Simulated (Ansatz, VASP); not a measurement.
# One calculation of Cs, two programs

```
Cs
1.0
    -3.09806    3.09806    2.87138
     3.09806   -3.09806    2.87138
     3.09806    3.09806   -2.87138
Cs
1
Cartesian
  0.0000 0.0000 0.0000
```

Change from the starting cell: strain +0.025 along x and y, -0.050 along z, atoms carried along.

Alike in both runs: task single point; functional PBE; k mesh 12 × 12 × 12; occupations gaussian, width 0.15 eV; no spin polarisation.

```csv
,VASP,Ansatz
version,VASP 6.6.1,Ansatz 0.2.0
potentials or method,"VASP PAW PBE potentials, release 64 (Cs_sv), cutoff 520 eV","scalar-relativistic, plane waves, PAW"
valence electrons in the cell,9,9
```

```tsv
	VASP	Ansatz	Ansatz less VASP
gap on the k mesh at the Fermi level (eV)	none	none	-
pressure (GPa)	0.1	0.1	+0.01
```

A gap of «none» marks a metal or a gap that the smearing closes.

Neither program's run includes spin-orbit coupling.
